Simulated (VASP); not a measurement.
# VO2: single point with PBE+U

The system is VO2.

```
V O
1.0
     4.55460    0.00000    0.00000
     0.00000    4.55460    0.00000
     0.00000    0.00000    2.85280
V O
2 4
Direct
  0.00000 0.00000 0.00000
  0.50000 0.50000 0.50000
  0.30010 0.30010 0.00000
  0.19990 0.80010 0.50000
  0.69990 0.69990 0.00000
  0.80010 0.19990 0.50000
```

```json
{"Program": "VASP 6.6.1", "Task": "single point", "Functional": "PBE", "Potentials or basis": "VASP PAW PBE potentials, release 64 (V_sv, O)", "Cutoff": "600 eV", "k mesh": "4 × 4 × 7", "Occupations": "gaussian, width 0.05 eV", "Spin": "collinear spin, zero start", "Starting moments": "[0.0, 0.0, 0.0, 0.0, 0.0, 0.0] μB", "Fixed moment": "0 μB", "Hubbard terms": "V d U = 2.0 eV", "Dipole correction": "no", "Further INCAR settings": "ALGO = Normal; EDIFF = 1e-06; NBANDS = 38"}
```

```json
{"Pressure": "3.0 GPa", "Largest force": "0.065 eV/Å", "Net moment": "0.00 μB per cell", "Valence electrons inside the program's atomic spheres": "V 11.49; O 5.05"}
```

Forces in eV/Å, atoms in the order of the input:
```
V    0.000  0.000  0.000
V    0.000  0.000  0.000
O    0.046  0.046  0.000
O   -0.046  0.046  0.000
O   -0.046 -0.046  0.000
O    0.046 -0.046  0.000
```

Stress tensor (GPa, compression positive):
```
 5.46  0.00  0.00
 0.00  5.46  0.00
 0.00  0.00 -1.95
```

Eigenvalues of the final occupation matrices:
```tsv
site	spin	trace	eigenvalues
site 1 d	1	1.45	0.23 0.25 0.32 0.32 0.32
site 1 d	2	1.45	0.22 0.25 0.32 0.32 0.33
site 2 d	1	1.45	0.23 0.25 0.32 0.32 0.32
site 2 d	2	1.45	0.22 0.25 0.32 0.32 0.33
```

Run time: 52 s on 1 thread of Intel(R) Xeon(R) 6975P-C (Granite Rapids), on a shared host, peak memory 0.25 GiB.

Caveat: the stress differs along the axes, from -2 to 5 GPa; the total moment is fixed, so each spin has its own Fermi level.
